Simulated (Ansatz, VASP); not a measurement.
**Two plane-wave programs on AlP**

```xyz
2
Lattice="0.0000 2.7535 2.7535 2.7535 0.0000 2.7535 2.7535 2.7535 0.0000" Properties=species:S:1:pos:R:3 pbc="T T T"
Al    0.0000    0.0000    0.0000
P     1.3767    1.3767    1.3767
```

Alike in both runs: functional PBE; k mesh 8 × 8 × 8; occupations gaussian, width 0.02 eV; no spin polarisation.

Ansatz relaxed the structure, and its values are those at the end. VASP's run is a single point on that final structure, the one shown.

```csv
,VASP,Ansatz
version,VASP 6.6.1,Ansatz 0.2.0
potentials or method,"VASP PAW PBE potentials, release 64 (Al, P), cutoff 500 eV","scalar-relativistic, plane waves, PAW"
valence electrons in the cell,8,8
```

```tsv
	VASP	Ansatz	Ansatz less VASP
gap on the k mesh at the Fermi level (eV)	1.63	1.63	+0.002
least direct gap on the mesh (eV)	3.09	3.09	+0.003
pressure (GPa)	-0.1	0.0	+0.07
```

With one functional, cell and mesh, what is left measures potentials, basis and numerics.
